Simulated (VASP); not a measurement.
# GaN (Cm) in VASP: notebook, part 2 of 2

VASP 6.6.1. Earlier steps stand in the parts before.

## 5. Single point, r2SCAN (atom 3 (N) moved by (-0.200, +0.100) A along y and z)

POSCAR reads:

```
GaN
1.0
    3.1830984299      0.0000000000      0.0000000000
   -1.5915492150      2.7566441030      0.0000000000
    0.0000000000      0.0000000000      5.1835962425
Ga N
2 2
Direct
    0.3333333333      0.6666666667      0.9991101046
    0.6666666667      0.3333333333      0.4991101046
    0.2970573411      0.5941146823      0.3951815214
    0.6666666667      0.3333333333      0.8758898954
```

INCAR.step1 reads:

```
ALGO = Normal ; EDIFF = 1E-4
ENCUT = 520 ; GGA = PE
ISMEAR = 0 ; LASPH = True
LCHARG = False ; LREAL = False
LWAVE = True ; NBANDS = 26
NELM = 80 ; PREC = Accurate
SIGMA = 0.05
```

INCAR.step2 reads:

```
ALGO = Normal ; EDIFF = 1E-6
ENCUT = 520 ; ISIF = 2
ISMEAR = 0 ; ISTART = 1
LASPH = True ; LCHARG = False
LMIXTAU = True ; LREAL = False
LWAVE = False ; METAGGA = R2SCAN
NBANDS = 26 ; NELM = 80
PREC = Accurate ; SIGMA = 0.05
```

KPOINTS reads:

```
k-points
0
Gamma
  12 12 6
```

Potentials or basis: VASP PAW PBE potentials, release 64 (Ga_d, N).

Started as:

```sh
> cat potpaw_PBE.64/Ga_d/POTCAR potpaw_PBE.64/N/POTCAR > POTCAR
> cp INCAR.step1 INCAR
> mpirun -np 1 vasp_std > vasp.out
> cp INCAR.step2 INCAR
> mpirun -np 1 vasp_std > vasp.out
```

OUTCAR:

```text
EDIFF = 1E-6
   ENCUT = 520
   ISIF = 2
   ISMEAR = 0
   ISTART = 1
   LASPH = True
   LREAL = False
   METAGGA = R2SCAN
   NELM = 80
   PREC = Accurate

 ion  position               nearest neighbor table
   1  0.333  0.667  0.999-   4 1.95   4 1.95   4 1.95   3 2.06
   2  0.667  0.333  0.499-   3 1.83   3 1.83   4 1.95   3 2.11
   3  0.297  0.594  0.395-   2 1.83   2 1.83   1 2.06   2 2.11
   4  0.667  0.333  0.876-   1 1.95   1 1.95   1 1.95   2 1.95

  LATTYP: Found a hexagonal cell.
 ALAT       =     3.1830984299
 C/A-ratio  =     1.6284750084

  Lattice vectors:

 A1 = (   3.1830984299,   0.0000000000,   0.0000000000)
 A2 = (  -1.5915492150,   2.7566441030,   0.0000000000)
 A3 = (   0.0000000000,   0.0000000000,   5.1835962425)

Analysis of symmetry for initial positions (statically):
=====================================================================
 Subroutine PRICEL returns:
 Original cell was already a primitive cell.

 Routine SETGRP: Setting up the symmetry group for a
 hexagonal supercell.

 Subroutine GETGRP returns: Found  2 space group operations
 (whereof  2 operations were pure point group operations)
 out of a pool of 24 trial point group operations.

The static configuration has the point symmetry C_1h.

Analysis of symmetry for dynamics (positions and initial velocities):
=====================================================================
 Subroutine PRICEL returns:
 Original cell was already a primitive cell.

 Routine SETGRP: Setting up the symmetry group for a
 hexagonal supercell.

 Subroutine GETGRP returns: Found  2 space group operations
 (whereof  2 operations were pure point group operations)
 out of a pool of 24 trial point group operations.

The dynamic configuration has the point symmetry C_1h.

 Subroutine INISYM returns: Found  2 space group operations
 (whereof  2 operations are pure point group operations),
[... 116 lines left out ...]
   EFERMI_NEDOS =   21; number of points for ismear=-14 and -15
   IALGO  =     38    algorithm
   IMIX   =      4    mixing-type and parameters
     AMIX     =   0.40;   BMIX     =  1.00
     AMIX_MAG =   1.60;   BMIX_MAG =  1.00
  volume/ion in A,a.u.               =      11.37        76.74
  Fermi-wavevector in a.u.,A,eV,Ry     =   1.514334  2.861676 31.200984  2.293208
  Thomas-Fermi vector in A             =   2.624005
   LORBIT       =      0    0 simple, 1 ext, 2 COOP (PROOUT), +10 PAW based schemes
   METAGGA = R2SCAN    functional components
   LHFCALC =     F    Hartree Fock is set to
   AEXX    =    0.0000 exact exchange contribution
   IVDW    =     0    specifies the selected vdW correction
   LEPSILON=     F    determine dielectric tensor
   LRPA    =     F    only Hartree local field effects (RPA)
 non-spin polarized calculation
 Gauss-broadening in eV      SIGMA  =   0.05
  energy-cutoff  :      520.00
  volume of cell :       45.48
 maximum number of plane-waves:      1248
   NGX = 11   NGY = 11   NGZ = 19

 number of electron      35.9999991 magnetization

 Free energy of the ion-electron system (eV)
  ---------------------------------------------------
  ext. energy  EPLUGINS =         0.00000000
  ---------------------------------------------------
  free energy    TOTEN  =       -43.46279512 eV

  energy without entropy =      -43.46279512  energy(sigma->0) =      -43.46279512

 E-fermi :   5.4464     XC(G=0): -12.6601

 val. band max:        5.1972315657   @ k =   0.0000   0.0000   0.0000
 cond. band min:       7.4225966347   @ k =   0.0000   0.0000   0.0000
 fundamental gap:      2.2253650689
 Fermi energy:         5.4464383263

 k-point     1 :       0.0000    0.0000    0.0000
  band No.  band energies     occupation
      1     -11.8012      2.00000
      2     -10.8102      2.00000
      3      -8.7891      2.00000
      4      -8.7588      2.00000
      5      -8.7424      2.00000
      6      -8.7185      2.00000
[... 685 lines left out ...]
     25      17.7301      0.00000
     26      19.1703      0.00000

 [... further k-points ...]

------------------------ aborting loop because EDIFF is reached ----------------------------------------

  FORCE on cell =-STRESS in cart. coord.  units (eV):
  Direction    XX          YY          ZZ          XY          YZ          ZX
  --------------------------------------------------------------------------------------
  -------------------------------------------------------------------------------------
  Total        4.0049455     -0.4704630     -0.1943899      0.0000000     -0.6375443      0.0000000
  in kB      141.0734392    -16.5719710     -6.8473477      0.0000000    -22.4573747      0.0000000
  external PRESSURE =      39.2180402 kB  Pullay stress =       0.0000000 kB

 VOLUME and BASIS-vectors are now :
 -----------------------------------------------------------------------------
  energy-cutoff  :      520.00
  volume of cell :       45.48
      direct lattice vectors                 reciprocal lattice vectors
     3.183098430  0.000000000  0.000000000     0.314159308  0.181379961  0.000000000
    -1.591549215  2.756644103  0.000000000     0.000000000  0.362759922  0.000000000
     0.000000000  0.000000000  5.183596243     0.000000000  0.000000000  0.192916260

 POSITION                                       TOTAL-FORCE (eV/Angst)
 -----------------------------------------------------------------------------------
     -0.00000      1.83776      5.17898         0.000000     -0.265508      0.497234
      1.59155      0.91888      2.58719         0.000000     -2.041493      0.898070
     -0.00000      1.63776      2.04846        -0.000000      2.428478     -2.050845
      1.59155      0.91888      4.54026         0.000000     -0.121477      0.655541
 -----------------------------------------------------------------------------------
    total drift:                               -0.000013      0.006988      0.017953

  FREE ENERGIE OF THE ION-ELECTRON SYSTEM (eV)
  ---------------------------------------------------
  free  energy   TOTEN  =       -43.4627951248 eV

  energy  without entropy=      -43.4627951248  energy(sigma->0) =      -43.46279512
```

OSZICAR.step1:

```text
N       E                     dE             d eps       ncg     rms          rms(c)
DAV:   1     0.282506002548E+03    0.28251E+03   -0.17671E+04 13670   0.259E+03
DAV:   2     0.856580248134E+01   -0.27394E+03   -0.25809E+03 13672   0.492E+02
DAV:   3    -0.268923211118E+02   -0.35458E+02   -0.34950E+02 14964   0.144E+02
DAV:   4    -0.280866854065E+02   -0.11944E+01   -0.11892E+01 14724   0.284E+01
DAV:   5    -0.281124371353E+02   -0.25752E-01   -0.25724E-01 15560   0.404E+00    0.111E+01
DAV:   6    -0.238744882815E+02    0.42379E+01   -0.10641E+01 20742   0.526E+01    0.313E+00
DAV:   7    -0.239748451706E+02   -0.10036E+00   -0.14605E+00 13504   0.987E+00    0.273E+00
DAV:   8    -0.239696901722E+02    0.51550E-02   -0.16766E-01 17362   0.744E+00    0.748E-01
DAV:   9    -0.239548474075E+02    0.14843E-01   -0.59216E-02 20560   0.522E+00    0.359E-01
DAV:  10    -0.239554014967E+02   -0.55409E-03   -0.45840E-03 13342   0.549E-01    0.223E-01
DAV:  11    -0.239555257751E+02   -0.12428E-03   -0.24973E-04 12462   0.451E-01    0.414E-02
DAV:  12    -0.239554909933E+02    0.34782E-04   -0.21562E-04 10812   0.216E-01
   1 F= -.23955491E+02 E0= -.23955491E+02  d E =-.589502E-17
```

It took 18 min on 1 thread of Oxide Virtual Turin-like, shared host; peak memory 0.32 GiB.

Results:

| Quantity | Value |
| --- | --- |
| Free energy | -43.4628 eV |
| Pressure | 3.9 GPa |
| Largest force | 3.179 eV/Å |
| Band gap on the k mesh | 2.23 eV |

Forces on the atoms (eV/Å):
```
Ga   0.000 -0.266  0.497
Ga   0.000 -2.041  0.898
N    0.000  2.428 -2.051
N    0.000 -0.121  0.656
```

Caveat: the cell differs from its parent crystal (atom 3 (N) moved by (-0.200, +0.100) A along y and z); the stress differs along the axes, from -2 to 14 GPa; the PAW data sets were made with another functional, which shifts forces and pressure a little.

## 6. Summary

| cell | gap on the mesh (eV) | pressure (GPa) | largest force (eV/Å) |
| --- | --- | --- | --- |
| as given, atomic positions A | 2.16 | 4.0 | 3.41 |
| as given, atomic positions B | 2.23 | 5.1 | 5.45 |
| as given, atomic positions C | 2.13 | 3.1 | 2.24 |
| as given, atomic positions D | 2.23 | 3.9 | 3.18 |

Alike in all rows: task single point; level r2SCAN; potentials or basis VASP PAW PBE potentials, release 64 (Ga_d, N); no spin polarisation; k mesh 12 × 12 × 6; cutoff (eV) 520; smearing gaussian 0.05 eV.

Caveats: the PAW data sets were made with another functional, which shifts forces and pressure a little; the stress differs along the axes, from -4 to 9 GPa (at least some runs); the stress differs along the axes, from -4 to 19 GPa (at least some runs); the stress differs along the axes, from -3 to 6 GPa (at least some runs); the stress differs along the axes, from -2 to 14 GPa (at least some runs).

Absolute energies hang on the potentials; compare differences alone.
